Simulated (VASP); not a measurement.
# MnO (Fm-3m) in VASP: a series of runs

MnO is run at these levels: PBE; tasks: electric field gradients.

Everything below comes from runs of VASP 6.6.1. Logs are shortened: lines on timing, memory, paths and dates and some standing lists are left out, and cuts for length are marked.

## 1. The cell of the first run

Symmetry: Fm-3m, No. 225, cubic system. Conventional cell: a = 4.354 Å, b = 4.354 Å, c = 4.354 Å, α = 90.00°, β = 90.00°, γ = 90.00°. Mn (site symmetry m-3m) has 6 O at 2.18 Å within 2.9 Å. Within 2.9 Å of O (site symmetry m-3m) lie 6 Mn at 2.18 Å.

## 2. Electric field gradients, PBE, collinear spin, ferromagnetic start (volume scaled by 0.9405)

INCAR reads:

```
SYSTEM = MnO
PREC     = Accurate       ! precision mode
ENCUT    = 520            ! plane-wave cutoff, eV
EDIFF    = 1E-8           ! SCF threshold, eV
ISMEAR   = -1             ! smearing method
SIGMA    = 0.05           ! smearing width, eV
LREAL    = .False.        ! projectors in reciprocal space
LASPH    = .True.         ! aspherical terms in the spheres
NELM     = 150            ! most SCF steps
ALGO     = Normal         ! electronic algorithm
ISIF     = 2              ! what is computed and relaxed
LWAVE    = .False.        ! write WAVECAR
LCHARG   = .False.        ! write CHGCAR
ISPIN    = 2              ! spin polarisation
MAGMOM   = 4 0            ! initial moments
LORBIT   = 11             ! projections on sites
LMAXMIX  = 4              ! l up to which the mixer works
GGA      = PE             ! functional
LEFG     = .True.       
NBANDS   = 20             ! bands
```

KPOINTS reads:

```
Automatic mesh
0
Gamma
  16 16 16
  0 0 0
```

POSCAR reads:

```
MnO
1.0
    0.0000000000      2.1770261943      2.1770261943
    2.1770261943      0.0000000000      2.1770261943
    2.1770261943      2.1770261943      0.0000000000
Mn O
1 1
Direct
    0.0000000000      0.0000000000      0.0000000000
    0.5000000000      0.5000000000      0.5000000000
```

Potentials or basis: VASP PAW PBE potentials, release 64 (Mn_pv, O).

The run is started by

```bash
> cat potpaw_PBE.64/Mn_pv/POTCAR potpaw_PBE.64/O/POTCAR > POTCAR
> mpirun -np 1 vasp_std > vasp.out
```

OUTCAR:

```text
SYSTEM = MnO
   PREC = Accurate
   ENCUT = 520
   EDIFF = 1E-8
   ISMEAR = -1
   LREAL = .False.
   LASPH = .True.
   NELM = 150
   ISIF = 2
   ISPIN = 2
   LORBIT = 11
   GGA = PE

 ion  position               nearest neighbor table
   1  0.000  0.000  0.000-   2 2.18   2 2.18   2 2.18   2 2.18   2 2.18   2 2.18
   2  0.500  0.500  0.500-   1 2.18   1 2.18   1 2.18   1 2.18   1 2.18   1 2.18

  LATTYP: Found a face centered cubic cell.
 ALAT       =     4.3540523886

  Lattice vectors:

 A1 = (   0.0000000000,   2.1770261943,   2.1770261943)
 A2 = (   2.1770261943,   0.0000000000,   2.1770261943)
 A3 = (   2.1770261943,   2.1770261943,   0.0000000000)

Analysis of symmetry for initial positions (statically):
=====================================================================
 Subroutine PRICEL returns:
 Original cell was already a primitive cell.

 Routine SETGRP: Setting up the symmetry group for a
 face centered cubic supercell.

 Subroutine GETGRP returns: Found 48 space group operations
 (whereof 48 operations were pure point group operations)
 out of a pool of 48 trial point group operations.

The static configuration has the point symmetry O_h .

Analysis of symmetry for dynamics (positions and initial velocities):
=====================================================================
 Subroutine PRICEL returns:
 Original cell was already a primitive cell.

 Routine SETGRP: Setting up the symmetry group for a
 face centered cubic supercell.

 Subroutine GETGRP returns: Found 48 space group operations
 (whereof 48 operations were pure point group operations)
 out of a pool of 48 trial point group operations.

The dynamic configuration has the point symmetry O_h .

Analysis of structural, dynamic, and magnetic symmetry:
=====================================================================
 Subroutine PRICEL returns:
 Original cell was already a primitive cell.

 Routine SETGRP: Setting up the symmetry group for a
 face centered cubic supercell.

 Subroutine GETGRP returns: Found 48 space group operations
 (whereof 48 operations were pure point group operations)
 out of a pool of 48 trial point group operations.

The overall configuration has the point symmetry O_h .

 Subroutine INISYM returns: Found 48 space group operations
 (whereof 48 operations are pure point group operations),
 and found     1 'primitive' translations

----------------------------------------------------------------------------------------

                                     Primitive cell

  volume of cell :      20.6358

  direct lattice vectors                    reciprocal lattice vectors
     0.000000000  2.177026194  2.177026194    -0.229671100  0.229671100  0.229671100
     2.177026194  0.000000000  2.177026194     0.229671100 -0.229671100  0.229671100
     2.177026194  2.177026194  0.000000000     0.229671100  0.229671100 -0.229671100

  length of vectors
     3.078779970  3.078779970  3.078779970     0.397802014  0.397802014  0.397802014

  position of ions in fractional coordinates (direct lattice)
     0.000000000  0.000000000  0.000000000
     0.500000000  0.500000000  0.500000000

  ion indices of the primitive-cell ions
   primitive index   ion index
                 1           1
                 2           2

----------------------------------------------------------------------------------------

 KPOINTS: Automatic mesh

Automatic generation of k-mesh.
 Grid dimensions read from file:
 generate k-points for:   16   16   16

 Generating k-lattice:

  Cartesian coordinates                     Fractional coordinates (reciprocal lattice)
    -0.014354444  0.014354444  0.014354444     0.062500000  0.000000000  0.000000000
     0.014354444 -0.014354444  0.014354444     0.000000000  0.062500000  0.000000000
     0.014354444  0.014354444 -0.014354444     0.000000000  0.000000000  0.062500000

  Length of vectors
     0.024862626  0.024862626  0.024862626

  Shift w.r.t. Gamma in fractional coordinates (k-lattice)
     0.000000000  0.000000000  0.000000000

 Subroutine IBZKPT returns following result:
 ===========================================

 Found    145 irreducible k-points:

 Following reciprocal coordinates:
            Coordinates               Weight
  0.000000  0.000000  0.000000      1.000000
  0.062500  0.000000  0.000000      8.000000
  0.125000  0.000000  0.000000      8.000000
  0.187500  0.000000  0.000000      8.000000
  0.250000  0.000000  0.000000      8.000000
  0.312500  0.000000  0.000000      8.000000
[... 16 lines left out ...]
 -0.125000  0.062500  0.000000     24.000000
 -0.062500  0.062500  0.000000     12.000000
 [... further k-points ...]
   k-points           NKPTS =    145   k-points in BZ     NKDIM =    145   number of bands    NBANDS=     20
   number of dos      NEDOS =    301   number of ions     NIONS =      2
   total plane-waves  NPLWV =  13824
   dimension x,y,z NGX =    24 NGY =   24 NGZ =   24
   dimension x,y,z NGXF=    48 NGYF=   48 NGZF=   48
   ions per type =               1   1
   NGX,Y,Z   is equivalent  to a cutoff of  12.96, 12.96, 12.96 a.u.
   NGXF,Y,Z  is equivalent  to a cutoff of  25.92, 25.92, 25.92 a.u.
 SYSTEM =  MnO
   PREC   = accura    normal or accurate (medium, high low for compatibility)
   ISTART =      0    job   : 0-new  1-cont  2-samecut
   ICHARG =      2    charge: 1-file 2-atom 10-const
   ISPIN  =      2    spin polarized calculation?
   LNONCOLLINEAR =      F non collinear calculations
   LSORBIT =      F    spin-orbit coupling
   LASPH  =      T    aspherical Exc in radial PAW
   ENCUT  =  520.0 eV  38.22 Ry    6.18 a.u.   5.72  5.72  5.72*2*pi/ulx,y,z
   NELM   =    150;   NELMIN=  2; NELMDL= -5     # of ELM steps
   EDIFF  = 0.1E-07   stopping-criterion for ELM
   LREAL  =      F    real-space projection
   EDIFFG = 0.1E-06   stopping-criterion for IOM
   NSW    =      0    number of steps for IOM
   IBRION =     -1    ionic relax: 0-MD 1-quasi-New 2-CG
   NFREE  =      0    steps in history (QN), initial steepest desc. (CG)
   ISIF   =      2    stress and relaxation
   ISYM   =      2    0-nonsym 1-usesym 2-fastsym
   POTIM  = 0.5000    time-step for ionic-motion
   TEBEG  =    0.0;   TEEND  =   0.0 temperature during run
   PSTRESS=    0.0 pullay stress
   NELECT =      19.0000    total number of electrons
   NUPDOWN=      -1.0000    fix difference up-down
   EMIN   =  10.00;   EMAX   =-10.00  energy-range for DOS
   EFERMI =   0.00;   METHOD = LEGACY
   ISMEAR =    -1;   SIGMA  =   0.05  broadening in eV -4-tet -1-fermi 0-gaus
   EFERMI_NEDOS =   21; number of points for ismear=-14 and -15
   IALGO  =     38    algorithm
   IMIX   =      4    mixing-type and parameters
     AMIX     =   0.40;   BMIX     =  1.00
     AMIX_MAG =   1.60;   BMIX_MAG =  1.00
  volume/ion in A,a.u.               =      10.32        69.63
  Fermi-wavevector in a.u.,A,eV,Ry     =   1.592645  3.009663 34.511434  2.536519
  Thomas-Fermi vector in A             =   2.690998
   LORBIT       =     11    0 simple, 1 ext, 2 COOP (PROOUT), +10 PAW based schemes
   GGA     = PE    functional components
   LHFCALC =     F    Hartree Fock is set to
   AEXX    =    0.0000 exact exchange contribution
   IVDW    =     0    specifies the selected vdW correction
   LEPSILON=     F    determine dielectric tensor
   LRPA    =     F    only Hartree local field effects (RPA)
 spin polarized calculation
  energy-cutoff  :      520.00
  volume of cell :       20.64
 maximum number of plane-waves:       568
   NGX = 11   NGY = 11   NGZ = 11

 number of electron      19.0000009 magnetization       4.5869135

 Free energy of the ion-electron system (eV)
  ---------------------------------------------------
  ext. energy  EPLUGINS =         0.00000000
  ---------------------------------------------------
  free energy    TOTEN  =       -16.37596621 eV

  energy without entropy =      -16.36817992  energy(sigma->0) =      -16.37207307

 E-fermi :   8.3763     XC(G=0): -12.2300

 val. band max:        8.3750731488   @ k =  -0.3125   0.0625   0.0000
 cond. band min:       8.3912437224   @ k =   0.4375   0.0625   0.0000
 fundamental gap:      0.0161705736
 Fermi energy:         8.3762894548

 spin component 1

 k-point     1 :       0.0000    0.0000    0.0000
  band No.  band energies     occupation
      1     -41.9962      1.00000
      2     -41.9962      1.00000
      3     -41.9962      1.00000
      4     -12.5049      1.00000
      5       4.2692      1.00000
      6       4.2692      1.00000
[... 12 lines left out ...]
     19      29.2137      0.00000
     20      29.2137      0.00000
[... 507 lines left out ...]
 k-point    24 :      -0.0625    0.0625    0.0000
  band No.  band energies     occupation
      1     -42.0039      1.00000
      2     -41.9986      1.00000
      3     -41.9967      1.00000
      4     -12.4058      1.00000
      5       3.3305      1.00000
      6       3.6438      1.00000
[... 12 lines left out ...]
     19      29.1080      0.00000
     20      30.5587      0.00000

 [... further k-points ...]

 spin component 2

 k-point     1 :       0.0000    0.0000    0.0000
  band No.  band energies     occupation
      1     -37.4833      1.00000
      2     -37.4833      1.00000
      3     -37.4833      1.00000
      4     -12.0769      1.00000
      5       4.6408      1.00000
      6       4.6408      1.00000
[... 12 lines left out ...]
     19      31.4980      0.00000
     20      31.4980      0.00000
[... 507 lines left out ...]
 k-point    24 :      -0.0625    0.0625    0.0000
  band No.  band energies     occupation
      1     -37.4930      1.00000
      2     -37.4861      1.00000
      3     -37.4838      1.00000
      4     -11.9800      1.00000
      5       3.9801      1.00000
      6       4.3861      1.00000
[... 12 lines left out ...]
     19      31.0032      0.00000
     20      32.6735      0.00000

 [... further k-points ...]
[... 5 lines left out ...]
  --------------------------------------------------------------------------------------
  -------------------------------------------------------------------------------------
  Total        0.9583560      0.9583560      0.9583560      0.0000000     -0.0000000      0.0000000
  in kB       74.4074642     74.4074642     74.4074642      0.0000000     -0.0000000      0.0000000
  external PRESSURE =      74.4074642 kB  Pullay stress =       0.0000000 kB

 VOLUME and BASIS-vectors are now :
 -----------------------------------------------------------------------------
  energy-cutoff  :      520.00
  volume of cell :       20.64
      direct lattice vectors                 reciprocal lattice vectors
     0.000000000  2.177026194  2.177026194    -0.229671100  0.229671100  0.229671100
     2.177026194  0.000000000  2.177026194     0.229671100 -0.229671100  0.229671100
     2.177026194  2.177026194  0.000000000     0.229671100  0.229671100 -0.229671100

 POSITION                                       TOTAL-FORCE (eV/Angst)
 -----------------------------------------------------------------------------------
      0.00000      0.00000      0.00000        -0.000000      0.000000     -0.000000
      2.17703      2.17703      2.17703         0.000000      0.000000      0.000000
 -----------------------------------------------------------------------------------
    total drift:                                0.000000     -0.000000     -0.000000

  FREE ENERGIE OF THE ION-ELECTRON SYSTEM (eV)
  ---------------------------------------------------
  free  energy   TOTEN  =       -16.3759662105 eV

  energy  without entropy=      -16.3681799203  energy(sigma->0) =      -16.37207307

 Electric field gradients (V/A^2)
---------------------------------------------------------------------
 ion       V_xx      V_yy      V_zz      V_xy      V_xz      V_yz
---------------------------------------------------------------------
   1      -0.000     0.000     0.000     0.003     0.003     0.003
   2      -0.000     0.000    -0.000    -0.002    -0.002    -0.002
---------------------------------------------------------------------

 Electric field gradients after diagonalization (V/A^2)
 (convention: |V_zz| > |V_xx| > |V_yy|)
----------------------------------------------------------------------
 ion       V_xx      V_yy      V_zz     asymmetry (V_yy - V_xx)/ V_zz
----------------------------------------------------------------------
   1      -0.003    -0.003     0.005       0.000
   2       0.002     0.002    -0.003       0.000
----------------------------------------------------------------------

           NMR quadrupolar parameters

 Cq : quadrupolar parameter    Cq=e*Q*V_zz/h
 eta: asymmetry parameters     (V_yy - V_xx)/ V_zz
 Q  : nuclear electric quadrupole moment in mb (millibarn)
----------------------------------------------------------------------
 ion       Cq(MHz)       eta       Q (mb)
----------------------------------------------------------------------
   1       0.000       0.000       1.000
   2      -0.000       0.000       1.000
----------------------------------------------------------------------

 total charge

# of ion       s       p       d       tot
------------------------------------------
    1        0.213   6.197   5.016  11.425
    2        1.562   3.436   0.000   4.999
--------------------------------------------------
tot          1.775   9.633   5.016  16.424

 magnetization (x)

# of ion       s       p       d       tot
------------------------------------------
    1        0.033   0.026   4.130   4.190
    2        0.032   0.158   0.000   0.189
--------------------------------------------------
tot          0.064   0.184   4.130   4.379
```

It took 85 s on 1 thread of AMD EPYC 9R45 (Zen 5), shared host; peak memory 0.18 GiB.

What came out:

```yaml
Free_energy: -16.3760 eV
Pressure: 7.4 GPa
Net_moment: 4.59 μB per cell
Site_moments: Mn +4.19; O +0.19 μB
Valence_electrons_inside_the_program's_atomic_spheres: Mn 11.43; O 5.00
```

Levels at points of the mesh, in eV from the Fermi level:
Spin up:
| k point | band 9 | band 10 | band 11 | band 12 | band 13 | band 14 | band 15 | band 16 |
| --- | --- | --- | --- | --- | --- | --- | --- | --- |
| (0.00, 0.00, 0.00) | -3.32 | -3.32 | -2.74 | -2.74 | -0.27 | 14.12 | 16.83 | 16.83 |
| (0.50, 0.00, 0.00) | -2.31 | -1.86 | 0.34 | 0.34 | 3.58 | 8.23 | 12.28 | 12.28 |
| (0.50, 0.50, 0.00) | -2.26 | -2.00 | -2.00 | -1.81 | 5.45 | 8.12 | 10.74 | 14.30 |
Spin down:
```tsv
k point	band 5	band 6	band 7	band 8	band 9	band 10
(0.00, 0.00, 0.00)	-3.74	-3.74	-3.74	0.49	0.49	0.49
(0.50, 0.00, 0.00)	-7.98	-5.36	-5.36	1.81	1.84	1.84
(0.50, 0.50, 0.00)	-6.96	-4.76	-4.76	-1.24	1.83	2.15
```

Caveat: without QUAD_EFG the Cq values of the log hold for a quadrupole moment of 1 mb, not for the nuclei; a cell with one magnetic atom can't hold antiferromagnetic order, which such compounds often take; semilocal functionals often make such compounds metallic where correlation or magnetic order opens a gap, which also shifts bond lengths.

## 3. Electric field gradients, PBE, collinear spin, ferromagnetic start (volume scaled by 0.94)

INCAR reads:

```
SYSTEM = MnO
PREC = Accurate
ENCUT = 520
EDIFF = 1E-8
ISMEAR = -1
SIGMA = 0.05
LREAL = .FALSE.
LASPH = .TRUE.
NELM = 150
ALGO = Normal
ISIF = 2
LWAVE = .FALSE.
LCHARG = .FALSE.
ISPIN = 2
MAGMOM = 4 0
LORBIT = 11
LMAXMIX = 4
GGA = PE
LEFG = .TRUE.
NBANDS = 20
```

KPOINTS reads:

```
regular mesh
0
G
  16 16 16
  0 0 0
```

POSCAR reads:

```
MnO
1.0
    0.0000000000      2.1766403336      2.1766403336
    2.1766403336      0.0000000000      2.1766403336
    2.1766403336      2.1766403336      0.0000000000
Mn O
1 1
Direct
    0.0000000000      0.0000000000      0.0000000000
    0.5000000000      0.5000000000      0.5000000000
```

Potentials or basis: VASP PAW PBE potentials, release 64 (Mn_pv, O).

The run is started by

```bash
> cat potpaw_PBE.64/Mn_pv/POTCAR potpaw_PBE.64/O/POTCAR > POTCAR
> mpirun -np 1 vasp_std > vasp.out
```

OUTCAR:

```text
SYSTEM = MnO
   PREC = Accurate
   ENCUT = 520
   EDIFF = 1E-8
   ISMEAR = -1
   LREAL = .FALSE.
   LASPH = .TRUE.
   NELM = 150
   ISIF = 2
   ISPIN = 2
   LORBIT = 11
   GGA = PE

 ion  position               nearest neighbor table
   1  0.000  0.000  0.000-   2 2.18   2 2.18   2 2.18   2 2.18   2 2.18   2 2.18
   2  0.500  0.500  0.500-   1 2.18   1 2.18   1 2.18   1 2.18   1 2.18   1 2.18

  LATTYP: Found a face centered cubic cell.
 ALAT       =     4.3532806672

  Lattice vectors:

 A1 = (   0.0000000000,   2.1766403336,   2.1766403336)
 A2 = (   2.1766403336,   0.0000000000,   2.1766403336)
 A3 = (   2.1766403336,   2.1766403336,   0.0000000000)

[... 1345 lines left out ...]

 Electric field gradients after diagonalization (V/A^2)
 (convention: |V_zz| > |V_xx| > |V_yy|)
----------------------------------------------------------------------
 ion       V_xx      V_yy      V_zz     asymmetry (V_yy - V_xx)/ V_zz
----------------------------------------------------------------------
   1      -0.003    -0.003     0.005       0.000
   2       0.002     0.002    -0.003       0.000
----------------------------------------------------------------------

           NMR quadrupolar parameters

 Cq : quadrupolar parameter    Cq=e*Q*V_zz/h
 eta: asymmetry parameters     (V_yy - V_xx)/ V_zz
 Q  : nuclear electric quadrupole moment in mb (millibarn)
----------------------------------------------------------------------
 ion       Cq(MHz)       eta       Q (mb)
----------------------------------------------------------------------
   1       0.000       0.000       1.000
   2      -0.000       0.000       1.000
----------------------------------------------------------------------

 total charge

# of ion       s       p       d       tot
------------------------------------------
    1        0.213   6.197   5.016  11.426
    2        1.562   3.437   0.000   4.999
--------------------------------------------------
tot          1.775   9.634   5.016  16.425

 magnetization (x)

# of ion       s       p       d       tot
------------------------------------------
    1        0.033   0.026   4.129   4.189
    2        0.032   0.158   0.000   0.189
--------------------------------------------------
tot          0.064   0.184   4.129   4.378
```

Wall time 86 s (1 thread of AMD EPYC 9R45 (Zen 5), shared host); peak memory 0.18 GiB.

Results:

| Item | Value |
| --- | --- |
| Free energy | -16.3754 eV |
| Pressure | 7.5 GPa |
| Net moment | 4.59 μB per cell |
| Site moments | Mn +4.19; O +0.19 μB |
| Valence electrons inside the program's atomic spheres | Mn 11.43; O 5.00 |

Levels at points of the mesh, in eV from the Fermi level:
Spin up:
```tsv
k point	band 9	band 10	band 11	band 12	band 13	band 14	band 15	band 16
(0.00, 0.00, 0.00)	-3.32	-3.32	-2.74	-2.74	-0.27	14.13	16.83	16.83
(0.50, 0.00, 0.00)	-2.31	-1.86	0.34	0.34	3.59	8.24	12.28	12.28
(0.50, 0.50, 0.00)	-2.26	-2.00	-2.00	-1.81	5.45	8.12	10.74	14.31
```
Spin down:
| k point | band 5 | band 6 | band 7 | band 8 | band 9 | band 10 |
| --- | --- | --- | --- | --- | --- | --- |
| (0.00, 0.00, 0.00) | -3.74 | -3.74 | -3.74 | 0.48 | 0.48 | 0.48 |
| (0.50, 0.00, 0.00) | -7.99 | -5.37 | -5.37 | 1.81 | 1.84 | 1.84 |
| (0.50, 0.50, 0.00) | -6.96 | -4.77 | -4.77 | -1.24 | 1.83 | 2.15 |

Caveat: without QUAD_EFG the Cq values of the log hold for a quadrupole moment of 1 mb, not for the nuclei; a cell with one magnetic atom can't hold antiferromagnetic order, which such compounds often take; semilocal functionals often make such compounds metallic where correlation or magnetic order opens a gap, which also shifts bond lengths.
